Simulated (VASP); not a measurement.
# WC (P-6m2) in VASP: settings compared

The runs below take WC through single point, with b88 exchange, pbe correlation.

All numbers are computed with VASP 6.6.1; they aren't measurements. Logs are shortened: lines on timing, memory, paths and dates and some standing lists are left out, and cuts for length are marked.

## Step 1: The cell of the first run

Symmetry: P-6m2, No. 187, hexagonal system. Conventional cell: a = 2.847 Å, b = 2.847 Å, c = 2.779 Å, α = 90.00°, β = 90.00°, γ = 120.00°. W (site symmetry -6m2) has 6 C at 2.15 Å and 8 W at 2.78 to 2.85 Å within 2.9 Å. Within 2.9 Å of C (site symmetry -6m2) lie 6 W at 2.15 Å and 8 C at 2.78 to 2.85 Å.

## Step 2: Single point, b88 exchange, pbe correlation

The input, INCAR:

```
  ALGO = Normal
  EDIFF = 1E-6
  ENCUT = 600
  GGA = LIBXC
  GGA_COMPAT = F
  ISIF = 2
  ISMEAR = -1
  LASPH = T
  LCHARG = F
  LIBXC1 = GGA_X_B88
  LIBXC2 = GGA_C_PBE
  LREAL = F
  LWAVE = F
  NBANDS = 16
  NELM = 120
  PREC = Accurate
  SIGMA = 0.05
```

The input, KPOINTS:

```
k-points
0
Gamma
  10 10 9
```

The input, POSCAR:

```
WC
1.0
    2.8471670250      0.0000000000      0.0000000000
   -1.4235835125      2.4657189725      0.0000000000
    0.0000000000      0.0000000000      2.7786939560
W C
1 1
Direct
    0.0000000000      0.0000000000      0.0000000000
    0.6666666667      0.3333333333      0.5000000000
```

Potentials or basis: VASP PAW PBE potentials, release 64 (W_sv, C).

Run with:

```console
$ cat potpaw_PBE.64/W_sv/POTCAR potpaw_PBE.64/C/POTCAR > POTCAR
$ mpirun -np 1 vasp_std > vasp.out
```

OUTCAR:

```text
EDIFF = 1E-6
   ENCUT = 600
   GGA = LIBXC
   ISIF = 2
   ISMEAR = -1
   LASPH = T
   LREAL = F
   NELM = 120
   PREC = Accurate

 ion  position               nearest neighbor table
   1  0.000  0.000  0.000-   2 2.15   2 2.15   2 2.15   2 2.15   2 2.15   2 2.15
   2  0.667  0.333  0.500-   1 2.15   1 2.15   1 2.15   1 2.15   1 2.15   1 2.15

  LATTYP: Found a hexagonal cell.
 ALAT       =     2.8471670250
 C/A-ratio  =     0.9759504559

  Lattice vectors:

 A1 = (   2.8471670250,   0.0000000000,   0.0000000000)
 A2 = (  -1.4235835125,   2.4657189725,   0.0000000000)
 A3 = (   0.0000000000,   0.0000000000,   2.7786939560)

Analysis of symmetry for initial positions (statically):
=====================================================================
 Subroutine PRICEL returns:
 Original cell was already a primitive cell.

 Routine SETGRP: Setting up the symmetry group for a
 hexagonal supercell.

 Subroutine GETGRP returns: Found 12 space group operations
 (whereof 12 operations were pure point group operations)
 out of a pool of 24 trial point group operations.

The static configuration has the point symmetry D_3h.

Analysis of symmetry for dynamics (positions and initial velocities):
=====================================================================
 Subroutine PRICEL returns:
 Original cell was already a primitive cell.

 Routine SETGRP: Setting up the symmetry group for a
 hexagonal supercell.

 Subroutine GETGRP returns: Found 12 space group operations
 (whereof 12 operations were pure point group operations)
 out of a pool of 24 trial point group operations.

The dynamic configuration has the point symmetry D_3h.

 Subroutine INISYM returns: Found 12 space group operations
 (whereof 12 operations are pure point group operations),
 and found     1 'primitive' translations

----------------------------------------------------------------------------------------

                                     Primitive cell

  volume of cell :      19.5073

  direct lattice vectors                    reciprocal lattice vectors
     2.847167025  0.000000000  0.000000000     0.351226321  0.202780611  0.000000000
    -1.423583513  2.465718972  0.000000000     0.000000000  0.405561222  0.000000000
     0.000000000  0.000000000  2.778693956     0.000000000  0.000000000  0.359881302

  length of vectors
[... 79 lines left out ...]
   LASPH  =      T    aspherical Exc in radial PAW
   ENCUT  =  600.0 eV  44.10 Ry    6.64 a.u.   5.69  5.69  5.55*2*pi/ulx,y,z
   NELM   =    120;   NELMIN=  2; NELMDL= -5     # of ELM steps
   EDIFF  = 0.1E-05   stopping-criterion for ELM
   LREAL  =      F    real-space projection
   EDIFFG = 0.1E-04   stopping-criterion for IOM
   NSW    =      0    number of steps for IOM
   IBRION =     -1    ionic relax: 0-MD 1-quasi-New 2-CG
   NFREE  =      0    steps in history (QN), initial steepest desc. (CG)
   ISIF   =      2    stress and relaxation
   ISYM   =      2    0-nonsym 1-usesym 2-fastsym
   POTIM  = 0.5000    time-step for ionic-motion
   TEBEG  =    0.0;   TEEND  =   0.0 temperature during run
   PSTRESS=    0.0 pullay stress
   NELECT =      18.0000    total number of electrons
   NUPDOWN=      -1.0000    fix difference up-down
   EMIN   =  10.00;   EMAX   =-10.00  energy-range for DOS
   EFERMI =   0.00;   METHOD = LEGACY
   ISMEAR =    -1;   SIGMA  =   0.05  broadening in eV -4-tet -1-fermi 0-gaus
   EFERMI_NEDOS =   21; number of points for ismear=-14 and -15
   IALGO  =     38    algorithm
   IMIX   =      4    mixing-type and parameters
     AMIX     =   0.40;   BMIX     =  1.00
     AMIX_MAG =   1.60;   BMIX_MAG =  1.00
  volume/ion in A,a.u.               =       9.75        65.82
  Fermi-wavevector in a.u.,A,eV,Ry     =   1.593798  3.011841 34.561407  2.540192
  Thomas-Fermi vector in A             =   2.691972
   LORBIT       =      0    0 simple, 1 ext, 2 COOP (PROOUT), +10 PAW based schemes
   GGA     = LIBXC    functional components
   LHFCALC =     F    Hartree Fock is set to
   AEXX    =    0.0000 exact exchange contribution
   IVDW    =     0    specifies the selected vdW correction
   LEPSILON=     F    determine dielectric tensor
   LRPA    =     F    only Hartree local field effects (RPA)
 non-spin polarized calculation
  energy-cutoff  :      600.00
  volume of cell :       19.51
 maximum number of plane-waves:       666
 NGX is ok and might be reduce to    24
   NGX = 11   NGY = 11   NGZ = 11

 number of electron      18.0000000 magnetization

 Free energy of the ion-electron system (eV)
  ---------------------------------------------------
  ext. energy  EPLUGINS =         0.00000000
  ---------------------------------------------------
  free energy    TOTEN  =       -21.99349585 eV

  energy without entropy =      -21.99138323  energy(sigma->0) =      -21.99243954

 E-fermi :  11.9152     XC(G=0): -14.1538

 val. band max:       11.8096729311   @ k =   0.0000   0.0000   0.3333
 cond. band min:      11.9185670098   @ k =   0.1000  -0.0000   0.3333
 fundamental gap:      0.1088940787
 Fermi energy:        11.9151997643

 k-point     1 :       0.0000    0.0000    0.0000
  band No.  band energies     occupation
      1     -61.9614      2.00000
      2     -25.9368      2.00000
      3     -25.8072      2.00000
      4     -25.8072      2.00000
      5      -2.9772      2.00000
      6       7.2726      2.00000
[... 433 lines left out ...]
      3     -26.0874      2.00000
      4     -25.8989      2.00000
      5       0.6694      2.00000
      6       4.7166      2.00000
[... 8 lines left out ...]
     15      26.2006      0.00000
     16      30.2118      0.00000

 [... further k-points ...]

------------------------ aborting loop because EDIFF is reached ----------------------------------------

  FORCE on cell =-STRESS in cart. coord.  units (eV):
  Direction    XX          YY          ZZ          XY          YZ          ZX
  --------------------------------------------------------------------------------------
  -------------------------------------------------------------------------------------
  Total        4.2585805      4.2585805      4.7014949     -0.0000000      0.0000000     -0.0000000
  in kB      349.7664941    349.7664941    386.1440181     -0.0000000      0.0000000     -0.0000000
  external PRESSURE =     361.8923354 kB  Pullay stress =       0.0000000 kB

 VOLUME and BASIS-vectors are now :
 -----------------------------------------------------------------------------
  energy-cutoff  :      600.00
  volume of cell :       19.51
      direct lattice vectors                 reciprocal lattice vectors
     2.847167025  0.000000000  0.000000000     0.351226321  0.202780611  0.000000000
    -1.423583513  2.465718972  0.000000000     0.000000000  0.405561222  0.000000000
     0.000000000  0.000000000  2.778693956     0.000000000  0.000000000  0.359881302

 POSITION                                       TOTAL-FORCE (eV/Angst)
 -----------------------------------------------------------------------------------
      0.00000      0.00000      0.00000         0.000000      0.000000      0.000000
      1.42358      0.82191      1.38935        -0.000000      0.000000      0.000000
 -----------------------------------------------------------------------------------
    total drift:                               -0.000000      0.000000      0.000000

  FREE ENERGIE OF THE ION-ELECTRON SYSTEM (eV)
  ---------------------------------------------------
  free  energy   TOTEN  =       -21.9934958510 eV

  energy  without entropy=      -21.9913832294  energy(sigma->0) =      -21.99243954
```

OSZICAR:

```text
N       E                     dE             d eps       ncg     rms          rms(c)
DAV:   1     0.116863956264E+03    0.11686E+03   -0.10295E+04  2240   0.140E+03
DAV:   2    -0.217218931994E+02   -0.13859E+03   -0.13403E+03  2624   0.357E+02
DAV:   3    -0.249907437776E+02   -0.32689E+01   -0.32586E+01  2512   0.518E+01
DAV:   4    -0.250061368771E+02   -0.15393E-01   -0.15393E-01  2848   0.404E+00
DAV:   5    -0.250062509477E+02   -0.11407E-03   -0.11407E-03  2568   0.325E-01    0.365E+01
DAV:   6    -0.220564274141E+02    0.29498E+01   -0.53336E+00  2680   0.254E+01    0.105E+01
DAV:   7    -0.220198268467E+02    0.36601E-01   -0.37856E-01  2320   0.476E+00    0.706E+00
DAV:   8    -0.219946750893E+02    0.25152E-01   -0.41470E-02  2472   0.168E+00    0.119E+00
DAV:   9    -0.219935141380E+02    0.11610E-02   -0.26471E-03  2496   0.358E-01    0.984E-02
DAV:  10    -0.219935010669E+02    0.13071E-04   -0.25225E-04  2544   0.179E-01    0.612E-02
DAV:  11    -0.219934969692E+02    0.40977E-05   -0.15871E-05  2736   0.372E-02    0.825E-03
DAV:  12    -0.219934959106E+02    0.10586E-05   -0.25364E-06  2296   0.141E-02    0.115E-03
DAV:  13    -0.219934958510E+02    0.59638E-07   -0.93468E-08  1248   0.281E-03
   1 F= -.21993496E+02 E0= -.21992440E+02  d E =-.211262E-02
```

It took 26 s on 1 thread of AMD EPYC 9R14 (Zen 4), shared host; peak memory 0.13 GiB.

Results:

| Item | Value |
| --- | --- |
| Free energy | -21.9935 eV |
| Pressure | 36.2 GPa |
| Band gap on the k mesh | zero (bands 9 and 10 overlap by 1.29 eV) |

Stress tensor (GPa, compression positive):
```
34.98  0.00  0.00
 0.00 34.98  0.00
 0.00  0.00 38.61
```

Levels at points of the mesh, in eV from the Fermi level:
```
           k point  band 6  band 7  band 8  band 9  band 10  band 11  band 12  band 13
(0.00, 0.00, 0.00)   -4.64   -3.57   -3.57    0.13     3.54     3.54     6.00     6.00
(0.50, 0.00, 0.00)   -7.27   -3.87   -3.83   -0.46     2.55     4.93     5.33     7.26
```

Caveat: the cell stands under pressure; the PAW data sets were made with another functional, which shifts forces and pressure a little; spin-orbit coupling is left out, which moves the levels of the heavy elements.

## Step 3: Single point, b88 exchange, pbe correlation

This run uses another cell than the first one, of 9.96 Å³/atom.

The input, INCAR:

```
SYSTEM = WC
ALGO = Normal
EDIFF = 1E-6
ENCUT = 600
GGA = LIBXC
GGA_COMPAT = .FALSE.
ISIF = 2
ISMEAR = -1
LASPH = .TRUE.
LCHARG = .FALSE.
LIBXC1 = GGA_X_B88
LIBXC2 = GGA_C_PBE
LREAL = .FALSE.
LWAVE = .FALSE.
NBANDS = 16
NELM = 120
PREC = Accurate
SIGMA = 0.05
```

The input, KPOINTS:

```
k-points
0
G
  10 10 9
  0 0 0
```

The input, POSCAR:

```
WC
1.0
    2.8672181576      0.0000000000      0.0000000000
   -1.4336090788      2.4830837627      0.0000000000
    0.0000000000      0.0000000000      2.7982628680
W C
1 1
Direct
    0.0000000000      0.0000000000      0.0000000000
    0.6666666667      0.3333333333      0.5000000000
```

Potentials or basis: VASP PAW PBE potentials, release 64 (W_sv, C).

Run with:

```console
$ cat potpaw_PBE.64/W_sv/POTCAR potpaw_PBE.64/C/POTCAR > POTCAR
$ mpirun -np 1 vasp_std > vasp.out
```

Wall time 26 s (1 thread of AMD EPYC 9R14 (Zen 4), shared host); peak memory 0.13 GiB.

It converged, with:

* Free energy: -22.0734 eV
* Pressure: 25.4 GPa
* Band gap on the k mesh: zero (bands 9 and 10 overlap by 1.26 eV)

Stress tensor (GPa, compression positive):
```
24.67  0.00  0.00
 0.00 24.67  0.00
 0.00  0.00 26.74
```

Levels at points of the mesh, in eV from the Fermi level:
| k point | band 5 | band 6 | band 7 | band 8 | band 9 | band 10 | band 11 | band 12 | band 13 | band 14 |
| --- | --- | --- | --- | --- | --- | --- | --- | --- | --- | --- |
| (0.00, 0.00, 0.00) | -14.74 | -4.52 | -3.49 | -3.49 | 0.12 | 3.43 | 3.43 | 5.87 | 5.87 | 6.69 |
| (0.50, 0.00, 0.00) | -11.27 | -7.18 | -3.78 | -3.73 | -0.46 | 2.48 | 4.79 | 5.17 | 7.13 | 10.06 |

Caveat: the cell stands under pressure; the PAW data sets were made with another functional, which shifts forces and pressure a little; spin-orbit coupling is left out, which moves the levels of the heavy elements.
